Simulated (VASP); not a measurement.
A run of VASP 6.6.1:

File INCAR:

```
SYSTEM = In
PREC = Accurate
ENCUT = 520
EDIFF = 1E-6
ISMEAR = -1
SIGMA = 0.1
LREAL = .False.
LASPH = .True.
NELM = 100
ALGO = Normal
ISIF = 2
LWAVE = .False.
LCHARG = .False.
GGA = PS
NBANDS = 26
```

File KPOINTS:

```
regular mesh
0
Gamma
  8 8 11
  0 0 0
```

Contents of POSCAR:

```
In
1.0
    5.1163322068      0.0000000000      0.0000000000
   -2.5581661034      4.4308736653      0.0000000000
    0.0000000000      0.0000000000      3.1579018147
In
3
Direct
    0.0000000000      1.0000000000      0.0000000000
    0.3333333333      0.6666666667      0.5000000000
    0.6666666667      0.3333333333      0.5000000000
```

Potentials or basis: VASP PAW PBE potentials, release 64 (In_d).

The run is started by

```bash
$ cat potpaw_PBE.64/In_d/POTCAR > POTCAR
$ mpirun -np 1 vasp_std > vasp.out
```

Hardware: 1 thread of AMD EPYC 9R45 96-Core Processor (Zen 5), on a shared host.

Q: Estimate the wall time of this run.

A: Wall time 41 s on 1 thread of AMD EPYC 9R45 96-Core Processor (Zen 5), with other jobs on the host, peak memory 0.2 GiB. Counts: scf iterations 11, k points 60.
